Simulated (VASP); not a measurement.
Input of a VASP 6.6.1 run:

INCAR

```
SYSTEM = SnB17N18
PREC     = Accurate       ! precision mode
ENCUT    = 520            ! plane-wave cutoff, eV
EDIFF    = 1E-6           ! SCF threshold, eV
ISMEAR   = 0              ! smearing method
SIGMA    = 0.01           ! smearing width, eV
LREAL    = Auto         
LASPH    = .TRUE.         ! aspherical terms in the spheres
NELM     = 120            ! most SCF steps
ALGO     = Normal         ! electronic algorithm
ISIF     = 2              ! what is computed and relaxed
LWAVE    = .FALSE.        ! write WAVECAR
LCHARG   = .TRUE.         ! write CHGCAR
GGA      = PE             ! functional
LELF     = .TRUE.         ! ELF
LVHAR    = .TRUE.       
NBANDS   = 102            ! bands
NELECT   = 154.0        
GGA_COMPAT= .FALSE.      
ISYM     = -1
```

The input KPOINTS:

```
explicit points
1
Reciprocal
  0.25000000   0.25000000   0.25000000 1
```

File POSCAR:

```
SnB17N18
1.0
    7.4650312844      0.0000000000      0.0000000000
   -3.7325156422      6.4649067324      0.0000000000
    0.0000000000      0.0000000000      6.4954828762
B N Sn
17 18 1
Direct
    0.1051940209      0.2094745359      0.2430496898
    0.2230746396      0.1188361377      0.7965516350
    0.1068206370      0.5439394829      0.2421259798
    0.2221504064      0.4594983706      0.7647012223
    0.1062166061      0.8754868906      0.2484708681
    0.2292906243      0.7909791101      0.8079768941
    0.4360232057      0.2028392780      0.2358530929
    0.5626965926      0.1187175073      0.7996075319
    0.4360488038      0.5464022935      0.2326888792
    0.4387131372      0.8753259689      0.2481971267
    0.5589083098      0.7945232149      0.7439786327
    0.7737084354      0.2095009590      0.2433505652
    0.8942925283      0.1216618050      0.7572304958
    0.7800690853      0.5467100762      0.2319109605
    0.9053037063      0.4596494133      0.7671389558
    0.7733385674      0.8771291534      0.2374477976
    0.9026704203      0.7949033845      0.7455539537
    0.1175672461      0.2342928682      0.7631177245
    0.2164747739      0.0987151691      0.2495298210
    0.1190397607      0.5683823590      0.8187301419
    0.2167989033      0.4322327617      0.2392964575
    0.1159378406      0.9001634729      0.8031390948
    0.2170065947      0.7656922013      0.2560820496
    0.4432267756      0.2197783779      0.8145557584
    0.5505568558      0.0985642510      0.2493308232
    0.4266869234      0.5842411514      0.6921526362
    0.5505051367      0.4322263053      0.2516056698
    0.4524545016      0.8999247299      0.8027242316
    0.5503523552      0.7657451630      0.2355561213
    0.7843212591      0.2342810392      0.7668911030
    0.8836084248      0.0988995969      0.2444021179
    0.8261824975      0.5848763574      0.6970725123
    0.8837843097      0.4321738942      0.2390059330
    0.7833253344      0.8991406138      0.7379797645
    0.8839729974      0.7659888178      0.2353276354
    0.5476470607      0.4253834978      0.5902226189
```

Potentials or basis: VASP PAW PBE potentials, release 64 (B, N, Sn_d).

Command:

```sh
$ cat potpaw_PBE.64/B/POTCAR potpaw_PBE.64/N/POTCAR potpaw_PBE.64/Sn_d/POTCAR > POTCAR
$ mpirun -np 1 vasp_std > vasp.out
```

Estimate the largest force.

0.095 eV/Å.

Forces on the atoms (eV/Å):
```
B    0.000 -0.003  0.000
B   -0.005  0.006  0.010
B    0.000  0.001 -0.001
B    0.010 -0.005 -0.007
B    0.000  0.001 -0.001
B   -0.003 -0.004  0.010
B   -0.002 -0.032 -0.009
B    0.010  0.004  0.015
B   -0.029  0.013 -0.011
B   -0.001 -0.001 -0.001
B    0.016 -0.006 -0.006
B   -0.001 -0.005 -0.005
B   -0.003  0.007 -0.014
B    0.024  0.014  0.000
B   -0.015 -0.004 -0.004
B   -0.002  0.002  0.006
B   -0.011 -0.004 -0.015
N    0.000 -0.004  0.004
N    0.001  0.004  0.000
N    0.001  0.002  0.016
N    0.006  0.001  0.000
N    0.003  0.004  0.004
N   -0.001 -0.001  0.003
N    0.000  0.002 -0.011
N   -0.001  0.006  0.002
N    0.019 -0.024 -0.031
N   -0.001 -0.005  0.017
N   -0.006  0.008  0.001
N    0.003 -0.007 -0.004
N   -0.001 -0.002  0.000
N   -0.001  0.003 -0.001
N   -0.018 -0.023 -0.023
N   -0.007  0.000 -0.001
N    0.001 -0.011  0.003
N   -0.004 -0.008 -0.006
Sn   0.016  0.071  0.060
```

Caveat: the cell carries a net charge on a neutralising background, which shifts energy and pressure.
